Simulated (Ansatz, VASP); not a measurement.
# One calculation of Tc, two programs

```
CELL_PARAMETERS angstrom
0.00000 1.95000 1.95000
1.95000 0.00000 1.95000
1.95000 1.95000 0.00000
ATOMIC_POSITIONS crystal
Tc 0.00000 0.00000 0.00000
```

Alike in both runs: task single point; functional RPBE; k mesh 12 × 12 × 12; occupations gaussian, width 0.02 eV; no spin polarisation.

```csv
,VASP,Ansatz
version,VASP 6.6.1,Ansatz 0.2.0
potentials or method,"VASP PAW PBE potentials, release 64 (Tc_pv), cutoff 520 eV","all-electron LAPW, scalar-relativistic"
```

Ansatz gave:

```
gap on the k mesh at the Fermi level (eV) : none
pressure (GPa)                            : -2.4
```

What did VASP give for the same quantities?

gap on the k mesh at the Fermi level (eV): none; pressure (GPa): -2.9.

VASP's potentials were made for PBE, not for RPBE. A gap of «none» marks a metal or a gap that the smearing closes. Ansatz ran all-electron here, and VASP with PAW potentials.
